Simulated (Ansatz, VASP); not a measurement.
Pt in VASP and in Ansatz

Contents of INCAR:

```
SYSTEM = Pt
PREC = Accurate
ENCUT = 520
EDIFF = 1E-6
ISMEAR = 0
SIGMA = 0.1
LREAL = .FALSE.
LASPH = .TRUE.
NELM = 100
ALGO = Fast
ISIF = 2
LWAVE = .FALSE.
LCHARG = .FALSE.
GGA = PS
NBANDS = 11
```

Contents of KPOINTS:

```
Automatic mesh
0
G
  18 18 18
  0 0 0
```

File POSCAR:

```
Pt
1.0
    0.0000000000      1.8959353830      1.8959353830
    1.8959353830      0.0000000000      1.8959353830
    1.8959353830      1.8959353830      0.0000000000
Pt
1
Direct
    0.0000000000      0.0000000000      0.0000000000
```

Input for Ansatz:

```yaml
crystal:
  lattice:
    - [0.0, 1.895935383, 1.895935383]
    - [1.895935383, 0.0, 1.895935383]
    - [1.895935383, 1.895935383, 0.0]
  atoms:
    - { symbol: Pt, position: [0.0, 0.0, 0.0] }
basis:
  ecutwfc: 420
kpoints:
  mp_grid: { grid: [18, 18, 18] }
hamiltonian:
  xc: pbesol
scf:
  occupations: { method: gaussian, width: 0.1 }
output:
  forces: true
  stress: true
  eigenvalues: true
  write_density: true
  write_potential: true
  elf: true
  volumetric_format: npy
```

Alike in both runs: task single point; functional PBEsol; k mesh 18 × 18 × 18; occupations gaussian, width 0.1 eV; no spin polarisation.

```csv
,VASP,Ansatz
version,VASP 6.6.1,Ansatz 0.2.0
potentials or method,"VASP PAW PBE potentials, release 64 (Pt), cutoff 520 eV","scalar-relativistic, plane waves, PAW"
valence electrons in the cell,10,18
```

Ansatz gave:

| Item | Value |
| --- | --- |
| gap on the k mesh at the Fermi level (eV) | none |
| pressure (GPa) | 36.7 |

Estimate VASP's values.

gap on the k mesh at the Fermi level (eV): none; pressure (GPa): 36.5.

VASP's potentials were made for PBE, not for PBEsol. A gap of «none» marks a metal or a gap that the smearing closes. Both programs put the cell under a high pressure, so it lies far from rest at this level. The functional is the same, so the differences come from potentials, cutoffs and numerics. VASP's potentials hold 10 valence electrons a cell and Ansatz's 18, so a difference there can come from the potentials and not from the codes.

Spin-orbit coupling is off throughout.
